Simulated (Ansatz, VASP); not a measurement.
# Two plane-wave programs on Be

INCAR

```
SYSTEM = Be
PREC = Accurate ; ENCUT = 520
EDIFF = 1E-6 ; ISMEAR = 0
SIGMA = 0.1 ; LREAL = .False.
LASPH = .True. ; NELM = 100
ALGO = Normal ; ISIF = 2
LWAVE = .False. ; LCHARG = .False.
GGA = PS ; NBANDS = 12
```

KPOINTS

```
Automatic mesh
0
Gamma
  6 6 10
  0 0 0
```

File POSCAR:

```
Be
1.0
    3.6961751708      0.0000000000      0.0000000000
    0.0000000000      3.6961751708      0.0000000000
    0.0000000000      0.0000000000      2.2504481124
Be
4
Direct
    0.2974080000      0.2974080000      0.0000000000
    0.7025920000      0.7025920000      0.0000000000
    0.2025920000      0.7974080000      0.5000000000
    0.7974080000      0.2025920000      0.5000000000
```

Input for Ansatz:

```yaml
crystal:
  lattice:
    - [3.6961751708281785, 0.0, 0.0]
    - [0.0, 3.6961751708281785, 0.0]
    - [0.0, 0.0, 2.2504481123714464]
  atoms:
    - { symbol: Be, position: [0.297408, 0.297408, 0.0] }
    - { symbol: Be, position: [0.702592, 0.702592, 0.0] }
    - { symbol: Be, position: [0.202592, 0.797408, 0.5] }
    - { symbol: Be, position: [0.797408, 0.202592, 0.5] }
basis:
  ecutwfc: 450.0
kpoints:
  mp_grid:
    grid: [6, 6, 10]
hamiltonian:
  xc: pbesol
scf:
  occupations:
    method: gaussian
    width: 0.1
output:
  stress: true
```

Alike in both runs: task single point; functional PBEsol; k mesh 6 × 6 × 10; occupations gaussian, width 0.1 eV; no spin polarisation.

```csv
,VASP,Ansatz
version,VASP 6.6.1,Ansatz 0.2.0
potentials or method,"VASP PAW PBE potentials, release 64 (Be), cutoff 520 eV","plane waves, PAW"
valence electrons in the cell,8,8
```

```csv
,VASP,Ansatz,Ansatz less VASP
pressure (GPa),4.5,4.1,-0.40
"traceless stress, the component that is largest in VASP (GPa)",1.73,1.74,+0.002
```

VASP's potentials were made for PBE, not for PBEsol.
